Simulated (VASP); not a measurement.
Write the native input for VASP 6.6.1 that does the following.

- Task: single point
- Functional: r2SCAN
- Potentials or basis: VASP PAW PBE potentials, release 64 (B, N)
- Cutoff: 660 eV
- k mesh: 9 × 9 × 3
- Occupations: gaussian, width 0.01 eV
- Spin: no spin polarisation
- Dipole correction: no
- Further INCAR settings: ALGO = Normal; EDIFF = 1e-06; NBANDS = 16

Crystal: BN.

```
B N
1.0
     2.49824    0.00000    0.00000
    -1.24912    2.16354    0.00000
     0.00000    0.00000    6.63570
B N
2 2
Direct
  0.33333 0.66667 0.25000
  0.66667 0.33333 0.75000
  0.33333 0.66667 0.75000
  0.66667 0.33333 0.25000
```

The input as run:

POSCAR

```
BN
1.0
    2.4982400000      0.0000000000      0.0000000000
   -1.2491200000      2.1635390000      0.0000000000
    0.0000000000      0.0000000000      6.6357000000
B N
2 2
Direct
    0.3333333333      0.6666666667      0.2500000000
    0.6666666667      0.3333333333      0.7500000000
    0.3333333333      0.6666666667      0.7500000000
    0.6666666667      0.3333333333      0.2500000000
```

INCAR.step1

```
ALGO = Normal ; EDIFF = 1E-5
ENCUT = 660 ; GGA = PE
GGA_COMPAT = False ; ISMEAR = 0
LASPH = True ; LCHARG = False
LREAL = False ; LWAVE = True
NBANDS = 16 ; NELM = 120
PREC = Accurate ; SIGMA = 0.01
```

INCAR.step2

```
ALGO = Normal ; EDIFF = 1E-6
ENCUT = 660 ; GGA_COMPAT = False
ISIF = 2 ; ISMEAR = 0
ISTART = 1 ; LASPH = True
LCHARG = False ; LMIXTAU = True
LREAL = False ; LWAVE = False
METAGGA = R2SCAN ; NBANDS = 16
NELM = 120 ; PREC = Accurate
SIGMA = 0.01
```

KPOINTS

```
k-points
0
Gamma
  9 9 3
```

Potentials or basis: VASP PAW PBE potentials, release 64 (B, N).

The run is started by

```console
$ cat potpaw_PBE.64/B/POTCAR potpaw_PBE.64/N/POTCAR > POTCAR
$ cp INCAR.step1 INCAR
$ mpirun -np 1 vasp_std > vasp.out
$ cp INCAR.step2 INCAR
$ mpirun -np 1 vasp_std > vasp.out
```

Results of the run:

```
Pressure               : 1.6 GPa
Band gap on the k mesh : 5.05 eV (least direct gap 5.33 eV)
```

Caveat: the PAW data sets were made with another functional, which shifts forces and pressure a little; an odd mesh through Γ misses points on the zone boundary, where band edges can lie.

It took 36 s on 1 thread of Intel(R) Xeon(R) 6975P-C (Granite Rapids), with other jobs on the host, peak memory 0.18 GiB.
